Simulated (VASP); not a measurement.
# Sc2GeTe2 (P4/mmm) in VASP: relaxation of cell and atoms with PBE

Aim: the relaxation of cell and atoms of Sc2GeTe2 with PBE.

Program: VASP 6.6.1. These are calculated values, not measurements. Logs are shortened: lines on timing, memory, paths and dates and some standing lists are left out, and cuts for length are marked.

## Step 1: The cell of the first run

It takes space group P4/mmm (No. 123, tetragonal). The conventional cell has a = 5.051 Å, b = 5.051 Å, c = 8.292 Å, α = 90.00°, β = 90.00°, γ = 90.00°. Within 3.4 Å of Sc (site symmetry 4mm) lie 1 Ge at 2.59 Å and 4 Te at 2.96 Å and 1 Sc at 3.11 Å. Within 3.4 Å of Ge (site symmetry 4/mmm) lie 2 Sc at 2.59 Å. Te (site symmetry mmm) has 4 Sc at 2.96 Å and 4 Te at 3.57 Å within 3.9 Å.

The cell was generated, and may not be a known phase.

## Step 2: Relaxation of cell and atoms, PBE

File INCAR:

```
PREC = Accurate
ENCUT = 600
EDIFF = 1E-6
ISMEAR = 0
SIGMA = 0.1
LREAL = False
LASPH = True
NELM = 100
ALGO = Normal
ISIF = 3
LWAVE = False
LCHARG = False
GGA = PE
IBRION = 2
NSW = 100
EDIFFG = -0.01
```

File KPOINTS:

```
Automatic mesh
0
Gamma
  8 8 6
```

File POSCAR:

```
Sc2GeTe2
1.0
    5.0510343445      0.0000000000      0.0000000000
    0.0000000000      5.0510343445      0.0000000000
    0.0000000000      0.0000000000      8.2918034016
Sc Ge Te
2 1 2
Direct
    0.0000000000      0.0000000000      0.1872461716
    0.0000000000      0.0000000000      0.8127538284
    0.0000000000      0.0000000000      0.5000000000
    0.0000000000      0.5000000000      0.0000000000
    0.5000000000      0.0000000000      0.0000000000
```

Potentials or basis: VASP PAW PBE potentials, release 64 (Sc_sv, Ge_d, Te).

Launch:

```
> cat potpaw_PBE.64/Sc_sv/POTCAR potpaw_PBE.64/Ge_d/POTCAR potpaw_PBE.64/Te/POTCAR > POTCAR
> mpirun -np 1 vasp_std > vasp.out
```

OUTCAR:

```text
PREC = Accurate
   ENCUT = 600
   EDIFF = 1E-6
   ISMEAR = 0
   LREAL = False
   LASPH = True
   NELM = 100
   ISIF = 3
   GGA = PE
   IBRION = 2
   NSW = 100
   EDIFFG = -0.01

 ion  position               nearest neighbor table
   1  0.000  0.000  0.187-   3 2.59   4 2.96   5 2.96   4 2.96   5 2.96   2 3.11
   2  0.000  0.000  0.813-   3 2.59   4 2.96   5 2.96   4 2.96   5 2.96   1 3.11
   3  0.000  0.000  0.500-   1 2.59   2 2.59
   4  0.000  0.500  0.000-   1 2.96   2 2.96   1 2.96   2 2.96   5 3.57   5 3.57   5 3.57   5 3.57

   5  0.500  0.000  0.000-   1 2.96   2 2.96   1 2.96   2 2.96   4 3.57   4 3.57   4 3.57   4 3.57

  LATTYP: Found a simple tetragonal cell.
 ALAT       =     5.0510343445
 C/A-ratio  =     1.6416050330

  Lattice vectors:

 A1 = (   5.0510343445,   0.0000000000,   0.0000000000)
 A2 = (   0.0000000000,   5.0510343445,   0.0000000000)
 A3 = (   0.0000000000,   0.0000000000,   8.2918034016)

Analysis of symmetry for initial positions (statically):
=====================================================================
 Subroutine PRICEL returns:
 Original cell was already a primitive cell.

 Routine SETGRP: Setting up the symmetry group for a
 simple tetragonal supercell.

 Subroutine GETGRP returns: Found 16 space group operations
 (whereof 16 operations were pure point group operations)
 out of a pool of 16 trial point group operations.

The static configuration has the point symmetry D_4h.

Analysis of symmetry for dynamics (positions and initial velocities):
=====================================================================
 Subroutine PRICEL returns:
 Original cell was already a primitive cell.

 Routine SETGRP: Setting up the symmetry group for a
 simple tetragonal supercell.

 Subroutine GETGRP returns: Found 16 space group operations
 (whereof 16 operations were pure point group operations)
 out of a pool of 16 trial point group operations.

The dynamic configuration has the point symmetry D_4h.

 Subroutine INISYM returns: Found 16 space group operations
 (whereof 16 operations are pure point group operations),
 and found     1 'primitive' translations

----------------------------------------------------------------------------------------

                                     Primitive cell

  volume of cell :     211.5483

  direct lattice vectors                    reciprocal lattice vectors
     5.051034344  0.000000000  0.000000000     0.197979252  0.000000000  0.000000000
     0.000000000  5.051034344  0.000000000     0.000000000  0.197979252  0.000000000
     0.000000000  0.000000000  8.291803402     0.000000000  0.000000000  0.120601026

  length of vectors
     5.051034344  5.051034344  8.291803402     0.197979252  0.197979252  0.120601026

  position of ions in fractional coordinates (direct lattice)
     0.000000000  0.000000000  0.187246172
     0.000000000  0.000000000  0.812753828
     0.000000000  0.000000000  0.500000000
     0.000000000  0.500000000  0.000000000
     0.500000000  0.000000000  0.000000000

  ion indices of the primitive-cell ions
   primitive index   ion index
                 1           1
                 2           2
                 3           3
                 4           4
                 5           5

----------------------------------------------------------------------------------------

 KPOINTS: Automatic mesh

Automatic generation of k-mesh.
 Grid dimensions read from file:
 generate k-points for:    8    8    6

 Generating k-lattice:

  Cartesian coordinates                     Fractional coordinates (reciprocal lattice)
     0.024747406  0.000000000  0.000000000     0.125000000  0.000000000  0.000000000
     0.000000000  0.024747406  0.000000000     0.000000000  0.125000000  0.000000000
     0.000000000  0.000000000  0.020100171     0.000000000  0.000000000  0.166666667

  Length of vectors
     0.024747406  0.024747406  0.020100171

  Shift w.r.t. Gamma in fractional coordinates (k-lattice)
     0.000000000  0.000000000  0.000000000

 Subroutine IBZKPT returns following result:
 ===========================================

 Found     60 irreducible k-points:

 Following reciprocal coordinates:
            Coordinates               Weight
  0.000000  0.000000  0.000000      1.000000
  0.125000  0.000000  0.000000      4.000000
  0.250000  0.000000  0.000000      4.000000
  0.375000  0.000000  0.000000      4.000000
  0.500000  0.000000  0.000000      2.000000
  0.125000  0.125000  0.000000      4.000000
[... 16 lines left out ...]
  0.375000  0.125000  0.166667     16.000000
  0.500000  0.125000  0.166667      8.000000
 [... further k-points ...]
   k-points           NKPTS =     60   k-points in BZ     NKDIM =     60   number of bands    NBANDS=     28
   number of dos      NEDOS =    301   number of ions     NIONS =      5
   total plane-waves  NPLWV = 112000
   dimension x,y,z NGX =    40 NGY =   40 NGZ =   70
   dimension x,y,z NGXF=    80 NGYF=   80 NGZF=  140
   ions per type =               2   1   2
   NGX,Y,Z   is equivalent  to a cutoff of  13.17, 13.17, 14.03 a.u.
   NGXF,Y,Z  is equivalent  to a cutoff of  26.33, 26.33, 28.07 a.u.
 SYSTEM =  unknown system
   PREC   = accura    normal or accurate (medium, high low for compatibility)
   ISTART =      0    job   : 0-new  1-cont  2-samecut
   ICHARG =      2    charge: 1-file 2-atom 10-const
   ISPIN  =      1    spin polarized calculation?
   LNONCOLLINEAR =      F non collinear calculations
   LSORBIT =      F    spin-orbit coupling
   LASPH  =      T    aspherical Exc in radial PAW
   ENCUT  =  600.0 eV  44.10 Ry    6.64 a.u.  10.09 10.09 16.56*2*pi/ulx,y,z
   NELM   =    100;   NELMIN=  2; NELMDL= -5     # of ELM steps
   EDIFF  = 0.1E-05   stopping-criterion for ELM
   LREAL  =      F    real-space projection
   EDIFFG = -.1E-01   stopping-criterion for IOM
   NSW    =    100    number of steps for IOM
   IBRION =      2    ionic relax: 0-MD 1-quasi-New 2-CG
   NFREE  =      1    steps in history (QN), initial steepest desc. (CG)
   ISIF   =      3    stress and relaxation
   ISYM   =      2    0-nonsym 1-usesym 2-fastsym
   POTIM  = 0.5000    time-step for ionic-motion
   TEBEG  =    0.0;   TEEND  =   0.0 temperature during run
   PSTRESS=    0.0 pullay stress
   NELECT =      48.0000    total number of electrons
   NUPDOWN=      -1.0000    fix difference up-down
   EMIN   =  10.00;   EMAX   =-10.00  energy-range for DOS
   EFERMI =   0.00;   METHOD = LEGACY
   ISMEAR =     0;   SIGMA  =   0.10  broadening in eV -4-tet -1-fermi 0-gaus
   EFERMI_NEDOS =   21; number of points for ismear=-14 and -15
   IALGO  =     38    algorithm
   IMIX   =      4    mixing-type and parameters
     AMIX     =   0.40;   BMIX     =  1.00
     AMIX_MAG =   1.60;   BMIX_MAG =  1.00
  volume/ion in A,a.u.               =      42.31       285.52
  Fermi-wavevector in a.u.,A,eV,Ry     =   0.998509  1.886909 13.565287  0.997020
  Thomas-Fermi vector in A             =   2.130737
   LORBIT       =      0    0 simple, 1 ext, 2 COOP (PROOUT), +10 PAW based schemes
   GGA     = PE    functional components
   LHFCALC =     F    Hartree Fock is set to
   AEXX    =    0.0000 exact exchange contribution
   IVDW    =     0    specifies the selected vdW correction
   LEPSILON=     F    determine dielectric tensor
   LRPA    =     F    only Hartree local field effects (RPA)
 conjugate gradient relaxation of ions
 non-spin polarized calculation
 Gauss-broadening in eV      SIGMA  =   0.10
  energy-cutoff  :      600.00
  volume of cell :      211.55
 maximum number of plane-waves:      7100
   NGX = 21   NGY = 21   NGZ = 33

--------------------------------------- Ionic step        1  -------------------------------------------

 number of electron      47.9999992 magnetization

 Free energy of the ion-electron system (eV)
  ---------------------------------------------------
  ext. energy  EPLUGINS =         0.00000000
  ---------------------------------------------------
  free energy    TOTEN  =       -23.74469725 eV

  energy without entropy =      -23.73274164  energy(sigma->0) =      -23.73871945

------------------------ aborting loop because EDIFF is reached ----------------------------------------

  FORCE on cell =-STRESS in cart. coord.  units (eV):
  Direction    XX          YY          ZZ          XY          YZ          ZX
  --------------------------------------------------------------------------------------
  -------------------------------------------------------------------------------------
  Total       -0.1947172     -0.1947172      0.3876842      0.0000000      0.0000000      0.0000000
  in kB       -1.4747052     -1.4747052      2.9361558      0.0000000      0.0000000      0.0000000
  external PRESSURE =      -0.0044182 kB  Pullay stress =       0.0000000 kB
[... 102 lines left out ...]
  energy  without entropy=      -23.7358256678  energy(sigma->0) =      -23.74166268

--------------------------------------- Ionic step        4  -------------------------------------------

 number of electron      47.9999994 magnetization

 Free energy of the ion-electron system (eV)
  ---------------------------------------------------
  ext. energy  EPLUGINS =         0.00000000
  ---------------------------------------------------
  free energy    TOTEN  =       -23.74763917 eV

  energy without entropy =      -23.73595203  energy(sigma->0) =      -23.74179560

 E-fermi :   1.9693     XC(G=0):  -7.3292

 val. band max:        1.9639062741   @ k =   0.5000   0.2500   0.3333
 cond. band min:       1.9719180291   @ k =   0.1250   0.0000   0.3333
 fundamental gap:      0.0080117551
 Fermi energy:         1.9693001694

 k-point     1 :       0.0000    0.0000    0.0000
  band No.  band energies     occupation
      1     -48.3256      2.00000
      2     -48.3060      2.00000
      3     -27.0548      2.00000
      4     -27.0548      2.00000
      5     -27.0297      2.00000
      6     -27.0297      2.00000
[... 733 lines left out ...]
     27       2.9500      0.00000
     28       2.9822      0.00000

 [... further k-points ...]

------------------------ aborting loop because EDIFF is reached ----------------------------------------

  FORCE on cell =-STRESS in cart. coord.  units (eV):
  Direction    XX          YY          ZZ          XY          YZ          ZX
  --------------------------------------------------------------------------------------
  -------------------------------------------------------------------------------------
  Total        0.0398981      0.0398981      0.0018963      0.0000000      0.0000000      0.0000000
  in kB        0.3027654      0.3027654      0.0143898      0.0000000      0.0000000      0.0000000
  external PRESSURE =       0.2066402 kB  Pullay stress =       0.0000000 kB
[... 20 lines left out ...]
  FREE ENERGIE OF THE ION-ELECTRON SYSTEM (eV)
  ---------------------------------------------------
  free  energy   TOTEN  =       -23.7476391661 eV

  energy  without entropy=      -23.7359520331  energy(sigma->0) =      -23.74179560

 reached required accuracy - stopping structural energy minimisation
```

Wall time 27 min (1 thread of Intel Xeon 8259CL, shared host); peak memory 0.68 GiB.

What came out:

```
Free energy                           : -23.7476 eV
Relaxed volume                        : 42.23 Å³/atom
Relaxed cell                          : a = 5.038 Å, b = 5.038 Å, c = 8.317 Å, α = 90.00°, β = 90.00°, γ = 90.00°
Space group after relaxing (to 0.1 Å) : P4/mmm (No. 123)
Energy gained by relaxing             : 0.6 meV/atom
Ionic steps                           : 4
Pressure after relaxing               : 0.0 GPa
Largest force after relaxing          : 0.008 eV/Å
Band gap on the k mesh                : zero (bands 24 and 25 overlap by 0.19 eV)
```

Forces in eV/Å, atoms in the order of the input:
```
Sc   0.000  0.000 -0.008
Sc   0.000  0.000  0.008
Ge   0.000  0.000  0.000
Te   0.000  0.000  0.000
Te   0.000  0.000  0.000
```

The path:
```
step  energy change (eV)  largest force (eV/Å)  pressure (GPa)  volume (Å³)
   1              0.0000                0.1723            0.00       211.55
   2             -0.0028                0.0384           -0.06       211.54
   3             -0.0028                0.0247           -0.05       211.54
   4             -0.0029                0.0082            0.02       211.13
```

Final structure:
```
Sc Ge Te
1.0
     5.03849    0.00000    0.00000
     0.00000    5.03849    0.00000
     0.00000    0.00000    8.31681
Sc Ge Te
2 1 2
Direct
  0.00000 0.00000 0.18592
  0.00000 0.00000 0.81408
  0.00000 0.00000 0.50000
  0.00000 0.50000 0.00000
  0.50000 0.00000 0.00000
```

Levels at points of the mesh, in eV from the Fermi level:
```tsv
k point	band 22	band 23	band 24	band 25	band 26	band 27
(0.00, 0.00, 0.00)	-0.51	-0.51	-0.32	0.55	0.55	0.68
(0.50, 0.00, 0.00)	-1.93	-0.96	-0.90	0.40	0.45	1.01
(0.50, 0.50, 0.00)	-1.02	-0.71	-0.71	0.66	0.71	1.00
(0.00, 0.00, 0.50)	-0.40	-0.40	0.17	0.23	0.23	0.69
(0.50, 0.00, 0.50)	-1.93	-1.16	-0.59	0.32	0.53	0.83
(0.50, 0.50, 0.50)	-1.04	-0.43	-0.43	0.60	0.62	0.62
```

Caveat: spin-orbit coupling is left out, which moves the levels of the heavy elements.
